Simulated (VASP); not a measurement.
Set up this calculation in VASP 6.6.1, as the native input.

| Quantity | Value |
| --- | --- |
| Task | single point |
| Functional | PBE |
| Potentials or basis | VASP PAW PBE potentials, release 64 (Ti_sv, Co) |
| Cutoff | 520 eV |
| k mesh | 16 × 16 × 16 |
| Occupations | gaussian, width 0.15 eV |
| Spin | collinear spin, ferromagnetic start |
| Starting moments | [0.0, 0.6] μB |
| Dipole correction | no |
| Further INCAR settings | ALGO = Normal; EDIFF = 1e-06; NBANDS = 22 |

The structure of TiCo lies in POSCAR:

```
TiCo
1.0
    2.9861109900      0.0000000000      0.0000000000
    0.0000000000      3.0309026548      0.0000000000
    0.0000000000      0.0000000000      2.9861109900
Ti Co
1 1
Direct
    0.0000000000      0.0000000000      0.0000000000
    0.5000000000      0.5000000000      0.5000000000
```

This cell differs from its parent crystal: strain +0.0150 x Voigt [0, 1, 0, 0, 0, 0].

One way to write it, as run:

INCAR

```
SYSTEM = TiCo
PREC = Accurate ; ENCUT = 520
EDIFF = 1E-6 ; ISMEAR = 0
SIGMA = 0.15 ; LREAL = .FALSE.
LASPH = .TRUE. ; NELM = 150
ALGO = Normal ; ISIF = 2
LWAVE = .FALSE. ; LCHARG = .FALSE.
ISPIN = 2 ; MAGMOM = 0 0.6
LORBIT = 11 ; LMAXMIX = 4
GGA = PE ; NBANDS = 22
```

KPOINTS

```
regular mesh
0
G
  16 16 16
  0 0 0
```

Potentials or basis: VASP PAW PBE potentials, release 64 (Ti_sv, Co).

Run with:

```bash
$ cat potpaw_PBE.64/Ti_sv/POTCAR potpaw_PBE.64/Co/POTCAR > POTCAR
$ mpirun -np 1 vasp_std > vasp.out
```

Results of the run:

| Property | Result |
| --- | --- |
| Pressure | -3.0 GPa |
| Net moment | 0.87 μB per cell |
| Site moments | Ti -0.04; Co +0.96 μB |
| Valence electrons inside the program's atomic spheres | Ti 10.26; Co 8.26 |

Caveat: the cell differs from its parent crystal (strain +0.0150 x Voigt [0, 1, 0, 0, 0, 0]).

Wall time 5.5 min on 1 thread of Intel(R) Xeon(R) 6975P-C (Granite Rapids) (shared host), peak memory 0.45 GiB.
